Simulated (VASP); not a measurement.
# GaTc (P-6m2) in VASP: notebook

Runs on GaTc. Level: LDA. Tasks: single point, relaxation of cell and atoms.

All numbers are computed with VASP 6.6.1; they aren't measurements. Logs are shortened: lines on timing, memory, paths and dates and some standing lists are left out, and cuts for length are marked.

### 1 The cell of the first run

The structure is hexagonal, space group P-6m2 (No. 187). The conventional cell has a = 2.841 Å, b = 2.841 Å, c = 3.839 Å, α = 90.00°, β = 90.00°, γ = 120.00°. Ga (site symmetry -6m2) has 6 Tc at 2.52 Å and 6 Ga at 2.84 Å within 3.3 Å. Within 3.3 Å of Tc (site symmetry -6m2) lie 6 Ga at 2.52 Å and 6 Tc at 2.84 Å.

### 2 Single point, LDA

INCAR

```
SYSTEM = GaTc
PREC = Accurate
ENCUT = 500
EDIFF = 1E-6
ISMEAR = -1
SIGMA = 0.01
LREAL = .FALSE.
LASPH = .TRUE.
NELM = 120
ALGO = Normal
ISIF = 2
LWAVE = .FALSE.
LCHARG = .TRUE.
GGA = CA
LELF = .TRUE.
LVHAR = .TRUE.
NBANDS = 20
GGA_COMPAT = .FALSE.
```

KPOINTS

```
Automatic mesh
0
G
  5 5 3
  0 0 0
```

POSCAR

```
GaTc
1.0
    2.8407309579      0.0000000000      0.0000000000
   -1.4203654790      2.4601451749      0.0000000000
    0.0000000000      0.0000000000      3.8385911115
Ga Tc
1 1
Direct
    0.6666666667      0.3333333333      0.5000000000
    0.3333333333      0.6666666667      0.0000000000
```

Potentials or basis: VASP PAW LDA potentials, release 64 (Ga_d, Tc_pv).

The run is started by

```
$ cat potpaw_LDA.64/Ga_d/POTCAR potpaw_LDA.64/Tc_pv/POTCAR > POTCAR
$ mpirun -np 1 vasp_std > vasp.out
```

OUTCAR:

```text
SYSTEM = GaTc
   PREC = Accurate
   ENCUT = 500
   EDIFF = 1E-6
   ISMEAR = -1
   LREAL = .FALSE.
   LASPH = .TRUE.
   NELM = 120
   ISIF = 2
   GGA = CA

 ion  position               nearest neighbor table
   1  0.667  0.333  0.500-   2 2.52   2 2.52   2 2.52   2 2.52   2 2.52   2 2.52
   2  0.333  0.667  0.000-   1 2.52   1 2.52   1 2.52   1 2.52   1 2.52   1 2.52

  LATTYP: Found a hexagonal cell.
 ALAT       =     2.8407309579
 C/A-ratio  =     1.3512687996

  Lattice vectors:

 A1 = (   2.8407309579,   0.0000000000,   0.0000000000)
 A2 = (  -1.4203654790,   2.4601451749,   0.0000000000)
 A3 = (   0.0000000000,   0.0000000000,   3.8385911115)

Analysis of symmetry for initial positions (statically):
=====================================================================
 Subroutine PRICEL returns:
 Original cell was already a primitive cell.

 Routine SETGRP: Setting up the symmetry group for a
 hexagonal supercell.

 Subroutine GETGRP returns: Found 12 space group operations
 (whereof 12 operations were pure point group operations)
 out of a pool of 24 trial point group operations.

The static configuration has the point symmetry D_3h.

Analysis of symmetry for dynamics (positions and initial velocities):
=====================================================================
 Subroutine PRICEL returns:
 Original cell was already a primitive cell.

 Routine SETGRP: Setting up the symmetry group for a
 hexagonal supercell.

 Subroutine GETGRP returns: Found 12 space group operations
 (whereof 12 operations were pure point group operations)
 out of a pool of 24 trial point group operations.

The dynamic configuration has the point symmetry D_3h.

 Subroutine INISYM returns: Found 12 space group operations
 (whereof 12 operations are pure point group operations),
 and found     1 'primitive' translations

----------------------------------------------------------------------------------------

                                     Primitive cell

  volume of cell :      26.8264

  direct lattice vectors                    reciprocal lattice vectors
     2.840730958  0.000000000  0.000000000     0.352022073  0.203240038  0.000000000
    -1.420365479  2.460145175  0.000000000     0.000000000  0.406480077  0.000000000
     0.000000000  0.000000000  3.838591111     0.000000000  0.000000000  0.260512248

  length of vectors
     2.840730958  2.840730958  3.838591111     0.406480077  0.406480077  0.260512248

  position of ions in fractional coordinates (direct lattice)
     0.666666667  0.333333333  0.500000000
     0.333333333  0.666666667  0.000000000

  ion indices of the primitive-cell ions
   primitive index   ion index
                 1           1
                 2           2

----------------------------------------------------------------------------------------

 KPOINTS: Automatic mesh

Automatic generation of k-mesh.
 Grid dimensions read from file:
 generate k-points for:    5    5    3

 Generating k-lattice:

  Cartesian coordinates                     Fractional coordinates (reciprocal lattice)
     0.070404415  0.040648008  0.000000000     0.200000000  0.000000000  0.000000000
     0.000000000  0.081296015  0.000000000     0.000000000  0.200000000  0.000000000
     0.000000000  0.000000000  0.086837416     0.000000000  0.000000000  0.333333333

  Length of vectors
     0.081296015  0.081296015  0.086837416

  Shift w.r.t. Gamma in fractional coordinates (k-lattice)
     0.000000000  0.000000000  0.000000000

 Subroutine IBZKPT returns following result:
 ===========================================

 Found     10 irreducible k-points:

 Following reciprocal coordinates:
            Coordinates               Weight
  0.000000  0.000000  0.000000      1.000000
  0.200000  0.000000  0.000000      6.000000
  0.400000  0.000000  0.000000      6.000000
  0.200000  0.200000  0.000000      6.000000
  0.400000  0.200000  0.000000      6.000000
  0.000000  0.000000  0.333333      2.000000
  0.200000  0.000000  0.333333     12.000000
  0.400000  0.000000  0.333333     12.000000
  0.200000  0.200000  0.333333     12.000000
  0.400000  0.200000  0.333333     12.000000
   k-points           NKPTS =     10   k-points in BZ     NKDIM =     10   number of bands    NBANDS=     20
   number of dos      NEDOS =    301   number of ions     NIONS =      2
   total plane-waves  NPLWV =  16128
   dimension x,y,z NGX =    24 NGY =   24 NGZ =   28
   dimension x,y,z NGXF=    48 NGYF=   48 NGZF=   56
   ions per type =               1   1
   NGX,Y,Z   is equivalent  to a cutoff of  14.05, 14.05, 12.13 a.u.
   NGXF,Y,Z  is equivalent  to a cutoff of  28.09, 28.09, 24.25 a.u.
 SYSTEM =  GaTc
   PREC   = accura    normal or accurate (medium, high low for compatibility)
   ISTART =      0    job   : 0-new  1-cont  2-samecut
   ICHARG =      2    charge: 1-file 2-atom 10-const
   ISPIN  =      1    spin polarized calculation?
   LNONCOLLINEAR =      F non collinear calculations
   LSORBIT =      F    spin-orbit coupling
   LASPH  =      T    aspherical Exc in radial PAW
   ENCUT  =  500.0 eV  36.75 Ry    6.06 a.u.   5.18  5.18  7.00*2*pi/ulx,y,z
   NELM   =    120;   NELMIN=  2; NELMDL= -5     # of ELM steps
   EDIFF  = 0.1E-05   stopping-criterion for ELM
   LREAL  =      F    real-space projection
   EDIFFG = 0.1E-04   stopping-criterion for IOM
   NSW    =      0    number of steps for IOM
   IBRION =     -1    ionic relax: 0-MD 1-quasi-New 2-CG
   NFREE  =      0    steps in history (QN), initial steepest desc. (CG)
   ISIF   =      2    stress and relaxation
   ISYM   =      2    0-nonsym 1-usesym 2-fastsym
   POTIM  = 0.5000    time-step for ionic-motion
   TEBEG  =    0.0;   TEEND  =   0.0 temperature during run
   PSTRESS=    0.0 pullay stress
   NELECT =      26.0000    total number of electrons
   NUPDOWN=      -1.0000    fix difference up-down
   EMIN   =  10.00;   EMAX   =-10.00  energy-range for DOS
   EFERMI =   0.00;   METHOD = LEGACY
   ISMEAR =    -1;   SIGMA  =   0.01  broadening in eV -4-tet -1-fermi 0-gaus
   EFERMI_NEDOS =   21; number of points for ismear=-14 and -15
   IALGO  =     38    algorithm
   IMIX   =      4    mixing-type and parameters
     AMIX     =   0.40;   BMIX     =  1.00
     AMIX_MAG =   1.60;   BMIX_MAG =  1.00
  volume/ion in A,a.u.               =      13.41        90.52
  Fermi-wavevector in a.u.,A,eV,Ry     =   1.620112  3.061568 35.712069  2.624763
  Thomas-Fermi vector in A             =   2.714104
   LORBIT       =      0    0 simple, 1 ext, 2 COOP (PROOUT), +10 PAW based schemes
   GGA     = CA    functional components
   LHFCALC =     F    Hartree Fock is set to
   AEXX    =    0.0000 exact exchange contribution
   IVDW    =     0    specifies the selected vdW correction
   LEPSILON=     F    determine dielectric tensor
   LRPA    =     F    only Hartree local field effects (RPA)
 non-spin polarized calculation
  energy-cutoff  :      500.00
  volume of cell :       26.83
 maximum number of plane-waves:       692
 NGX is ok and might be reduce to    24
   NGX = 11   NGY = 11   NGZ = 13

 number of electron      26.0000011 magnetization

 Free energy of the ion-electron system (eV)
  ---------------------------------------------------
  ext. energy  EPLUGINS =         0.00000000
  ---------------------------------------------------
  free energy    TOTEN  =       -15.50430791 eV

  energy without entropy =      -15.50171203  energy(sigma->0) =      -15.50300997

 E-fermi :  11.0191     XC(G=0): -13.7946

 val. band max:       10.7139631836   @ k =   0.2000   0.0000   0.3333
 cond. band min:      11.0203911807   @ k =   0.2000   0.0000   0.3333
 fundamental gap:      0.3064279971
 Fermi energy:        11.0190905458

 k-point     1 :       0.0000    0.0000    0.0000
  band No.  band energies     occupation
      1     -27.7221      2.00000
      2     -27.1043      2.00000
      3     -27.1043      2.00000
      4      -3.9758      2.00000
      5      -3.9101      2.00000
      6      -3.9101      2.00000
[... 12 lines left out ...]
     19      23.8813      0.00000
     20      27.4170      0.00000

 k-point     2 :       0.2000    0.0000    0.0000
  band No.  band energies     occupation
      1     -27.6853      2.00000
      2     -27.3509      2.00000
      3     -27.1614      2.00000
      4      -3.9912      2.00000
      5      -3.8549      2.00000
      6      -3.8051      2.00000
[... 12 lines left out ...]
     19      25.0576      0.00000
     20      26.5868      0.00000

 k-point     3 :       0.4000    0.0000    0.0000
  band No.  band energies     occupation
      1     -27.7353      2.00000
      2     -27.6253      2.00000
      3     -27.2527      2.00000
      4      -4.1051      2.00000
      5      -3.8838      2.00000
      6      -3.7881      2.00000
[... 12 lines left out ...]
     19      24.3411      0.00000
     20      24.5963      0.00000

 k-point     4 :       0.2000    0.2000    0.0000
  band No.  band energies     occupation
      1     -27.6368      2.00000
      2     -27.6006      2.00000
      3     -27.3013      2.00000
      4      -3.9773      2.00000
      5      -3.8662      2.00000
      6      -3.8433      2.00000
[... 12 lines left out ...]
     19      24.5278      0.00000
     20      28.6587      0.00000

 k-point     5 :       0.4000    0.2000    0.0000
  band No.  band energies     occupation
      1     -27.7175      2.00000
      2     -27.6066      2.00000
      3     -27.4218      2.00000
      4      -3.9943      2.00000
      5      -3.9244      2.00000
      6      -3.7976      2.00000
[... 12 lines left out ...]
     19      23.8436      0.00000
     20      25.5859      0.00000

 k-point     6 :       0.0000    0.0000    0.3333
  band No.  band energies     occupation
      1     -27.7499      2.00000
      2     -27.1035      2.00000
      3     -27.1035      2.00000
      4      -3.9360      2.00000
      5      -3.9253      2.00000
      6      -3.9253      2.00000
[... 12 lines left out ...]
     19      24.1772      0.00000
     20      27.0538      0.00000

 k-point     7 :       0.2000    0.0000    0.3333
  band No.  band energies     occupation
      1     -27.7094      2.00000
      2     -27.3488      2.00000
      3     -27.1609      2.00000
      4      -3.9849      2.00000
      5      -3.8284      2.00000
      6      -3.8173      2.00000
[... 12 lines left out ...]
     19      24.1710      0.00000
     20      25.6728      0.00000

 k-point     8 :       0.4000    0.0000    0.3333
  band No.  band energies     occupation
      1     -27.7313      2.00000
      2     -27.6431      2.00000
      3     -27.2525      2.00000
      4      -4.0782      2.00000
      5      -3.9301      2.00000
      6      -3.7510      2.00000
[... 12 lines left out ...]
     19      22.3442      0.00000
     20      25.6067      0.00000

 k-point     9 :       0.2000    0.2000    0.3333
  band No.  band energies     occupation
      1     -27.6559      2.00000
      2     -27.5972      2.00000
      3     -27.3005      2.00000
      4      -3.9665      2.00000
      5      -3.8828      2.00000
      6      -3.8200      2.00000
[... 12 lines left out ...]
     19      23.9254      0.00000
     20      25.4926      0.00000

 k-point    10 :       0.4000    0.2000    0.3333
  band No.  band energies     occupation
      1     -27.7140      2.00000
      2     -27.6226      2.00000
      3     -27.4206      2.00000
      4      -3.9713      2.00000
      5      -3.9098      2.00000
      6      -3.8066      2.00000
[... 12 lines left out ...]
     19      22.0735      0.00000
     20      26.8735      0.00000

------------------------ aborting loop because EDIFF is reached ----------------------------------------

  FORCE on cell =-STRESS in cart. coord.  units (eV):
  Direction    XX          YY          ZZ          XY          YZ          ZX
  --------------------------------------------------------------------------------------
  -------------------------------------------------------------------------------------
  Total        1.7730362      1.7730362      1.8282197     -0.0000000      0.0000000     -0.0000000
  in kB      105.8925735    105.8925735    109.1883398     -0.0000000      0.0000000     -0.0000000
  external PRESSURE =     106.9911622 kB  Pullay stress =       0.0000000 kB

 VOLUME and BASIS-vectors are now :
 -----------------------------------------------------------------------------
  energy-cutoff  :      500.00
  volume of cell :       26.83
      direct lattice vectors                 reciprocal lattice vectors
     2.840730958  0.000000000  0.000000000     0.352022073  0.203240038  0.000000000
    -1.420365479  2.460145175  0.000000000     0.000000000  0.406480077  0.000000000
     0.000000000  0.000000000  3.838591111     0.000000000  0.000000000  0.260512248

 POSITION                                       TOTAL-FORCE (eV/Angst)
 -----------------------------------------------------------------------------------
      1.42037      0.82005      1.91930         0.000000      0.000000      0.000000
     -0.00000      1.64010      0.00000        -0.000000      0.000000      0.000000
 -----------------------------------------------------------------------------------
    total drift:                                0.000000     -0.000000      0.000000

  FREE ENERGIE OF THE ION-ELECTRON SYSTEM (eV)
  ---------------------------------------------------
  free  energy   TOTEN  =       -15.5043079055 eV

  energy  without entropy=      -15.5017120273  energy(sigma->0) =      -15.50300997
```

It took 16 s on 1 thread of AMD EPYC 7R13, shared host; peak memory 0.1 GiB.

Results:

```
Free energy            : -15.5043 eV
Pressure               : 10.7 GPa
Band gap on the k mesh : zero (band 13 reaches 11.05 eV, above the bottom of band 14 at 11.02 eV)
```

Caveat: the k points lie up to 0.55 Å⁻¹ apart.

### 3 Relaxation of cell and atoms, LDA, target pressure 10 GPa, at which the enthalpy is minimised

This run uses another cell than the first one, of 14.43 Å³/atom, 1.076 times its volume.

INCAR

```
SYSTEM = GaTc
  PREC = Accurate
  ENCUT = 500
  EDIFF = 1E-7
  ISMEAR = -1
  SIGMA = 0.01
  LREAL = .FALSE.
  LASPH = .TRUE.
  NELM = 120
  ALGO = Normal
  ISIF = 3
  LWAVE = .FALSE.
  LCHARG = .FALSE.
  IBRION = 2
  NSW = 80
  EDIFFG = -0.01
  PSTRESS = 100.0
  GGA_COMPAT = .FALSE.
  NELMIN = 4
```

KPOINTS

```
regular mesh
0
G
  5 5 3
  0 0 0
```

POSCAR

```
GaTc
1.0
    2.8588704400      0.0000000000      0.0000000000
   -1.4294352200      2.4758544300      0.0000000000
    0.0000000000      0.0000000000      4.0762936600
Ga Tc
1 1
Direct
    0.6666666716      0.3333333293      0.5000000000
    0.3333333319      0.6666666707      0.0000000000
```

Potentials or basis: VASP PAW LDA potentials, release 64 (Ga_d, Tc_pv).

The run is started by

```
$ cat potpaw_LDA.64/Ga_d/POTCAR potpaw_LDA.64/Tc_pv/POTCAR > POTCAR
$ mpirun -np 1 vasp_std > vasp.out
```

It took 97 s on 1 thread of AMD EPYC 7R13, shared host; peak memory 0.12 GiB.

The run converged. Its results:

```
Free energy                                            : -15.5105 eV
Relaxed volume                                         : 13.45 Å³/atom
Relaxed cell                                           : a = 2.842 Å, b = 2.842 Å, c = 3.845 Å, α = 90.00°, β = 90.00°, γ = 120.00°
Space group after relaxing (to 0.05 Å)                 : P-6m2 (No. 187)
Energy change on relaxing (the enthalpy is what falls) : -11.9 meV/atom
Ionic steps                                            : 11
Pressure after relaxing                                : 10.0 GPa
Band gap on the k mesh                                 : zero (band 13 reaches 11.01 eV, above the bottom of band 14 at 10.98 eV)
```

Step by step:
```tsv
step	energy change (eV)	largest force (eV/Å)	pressure (GPa)	volume (Å³)
1	0.0000	0.0000	-7.20	28.85
2	0.9247	0.0000	73.54	22.84
3	-0.0071	0.0000	9.73	26.85
4	-0.0019	0.0000	10.67	26.76
5	0.0006	0.0000	11.15	26.72
6	-0.0177	0.0000	10.45	26.83
7	-0.0234	0.0000	10.07	26.90
8	-0.0224	0.0000	10.15	26.88
9	-0.0226	0.0000	10.15	26.88
10	-0.0256	0.0000	9.58	26.93
11	-0.0237	0.0000	10.01	26.90
```

Final structure:
```yaml
crystal:
  lattice:
    - [2.84216, 0.00000, 0.00000]
    - [-1.42108, 2.46139, 0.00000]
    - [0.00000, 0.00000, 3.84495]
  atoms:
    - { symbol: Ga, position: [0.66667, 0.33333, 0.50000] }
    - { symbol: Tc, position: [0.33333, 0.66667, 0.00000] }
```

Levels at points of the mesh, in eV from the Fermi level:
```
           k point  band 10  band 11  band 12  band 13  band 14  band 15  band 16  band 17
(0.00, 0.00, 0.00)    -4.15    -1.42    -1.42    -0.42     0.62     0.62     7.89    12.57
```

Caveat: the k points lie up to 0.54 Å⁻¹ apart in the final cell; the cell is relaxed towards a set pressure, so the enthalpy falls and the energy may rise.
